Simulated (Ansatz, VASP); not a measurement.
## Mo: VASP beside Ansatz

File INCAR:

```
ALGO = Normal ; EDIFF = 1E-7
EDIFFG = -0.002 ; ENCUT = 600
GGA = CA ; IBRION = 2
ISIF = 3 ; ISMEAR = -1
LASPH = True ; LCHARG = False
LREAL = False ; LWAVE = False
NELM = 80 ; NSW = 100
PREC = Accurate ; SIGMA = 0.08
```

The input KPOINTS:

```
k-points
0
Gamma
  24 24 24
```

Contents of POSCAR:

```
Mo
1.0
   -1.5734150000      1.5734150000      1.5734150000
    1.5734150000     -1.5734150000      1.5734150000
    1.5734150000      1.5734150000     -1.5734150000
Mo
1
Direct
    0.0000000000      0.0000000000      0.0000000000
```

Input for Ansatz:

```yaml
crystal:
  lattice:
    - [-1.573415, 1.573415, 1.573415]
    - [1.573415, -1.573415, 1.573415]
    - [1.573415, 1.573415, -1.573415]
  atoms:
    - { symbol: Mo, position: [0.0, 0.0, 0.0] }
kpoints:
  mp_grid: { grid: [24, 24, 24] }
scf:
  occupations: { method: fermi_dirac, width: 0.08 }
hamiltonian:
  xc: lda
  pseudopotentials: { kind: paw }
relax:
  f_tol: 0.002
  max_steps: 80
  cell: {}
output:
  forces: true
  stress: true
```

Alike in both runs: task relaxation of cell and atoms; functional LDA; k mesh 24 × 24 × 24; occupations fermi-dirac, width 0.08 eV; no spin polarisation.

|  | VASP | Ansatz |
| --- | --- | --- |
| version | VASP 6.6.1 | Ansatz 0.2.0 |
| potentials or method | VASP PAW LDA potentials, release 64 (Mo_sv) | PAW with Ansatz's default frozen-core files, scalar-relativistic |
| plane-wave cutoff (eV) | 600 | 420 |
| valence electrons in the cell | 14 | 14 |

```tsv
	VASP	Ansatz	Ansatz less VASP
relaxed volume (Å³/atom)	15.12	15.06	-0.060
relaxed length of the cell vector where the two differ most in proportion (Å)	2.698	2.695	-0.0036
```

LDA's correlation is that of Perdew and Zunger in VASP and of Perdew and Wang (1992) in Ansatz.
